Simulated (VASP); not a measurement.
Ge, 4 atoms in the cell. Symmetry: I4_1/amd, No. 141, tetragonal system. The conventional cell has a = 3.973 Å, b = 3.973 Å, c = 5.902 Å, α = 90.00°, β = 90.00°, γ = 90.00°. Ge (site symmetry -4m2) has 4 Ge at 2.47 Å within 3.3 Å.  This cell differs from its parent crystal: uniaxial strain along c: +4.0 %.

* Program: VASP 6.6.1
* Task: single point
* Functional: r2SCAN
* Potentials or basis: VASP PAW PBE potentials, release 64 (Ge_d)
* Cutoff: 520 eV
* k mesh: 10 × 10 × 6
* Occupations: gaussian, width 0.02 eV
* Spin: no spin polarisation
* Dipole correction: no
* Further INCAR settings: ALGO = Normal; EDIFF = 1e-07; NBANDS = 36

Potentials or basis: VASP PAW PBE potentials, release 64 (Ge_d).

Command:

```console
$ cat potpaw_PBE.64/Ge_d/POTCAR > POTCAR
$ cp INCAR.step1 INCAR
$ mpirun -np 1 vasp_std > vasp.out
$ cp INCAR.step2 INCAR
$ mpirun -np 1 vasp_std > vasp.out
```

Hardware: 1 thread of AMD EPYC 7R13 (shared host).

Question: Estimate the wall time of this run.

Answer: Run time: 33 min on 1 thread of AMD EPYC 7R13 (shared host), peak memory 0.31 GiB. Counts: k points 84.
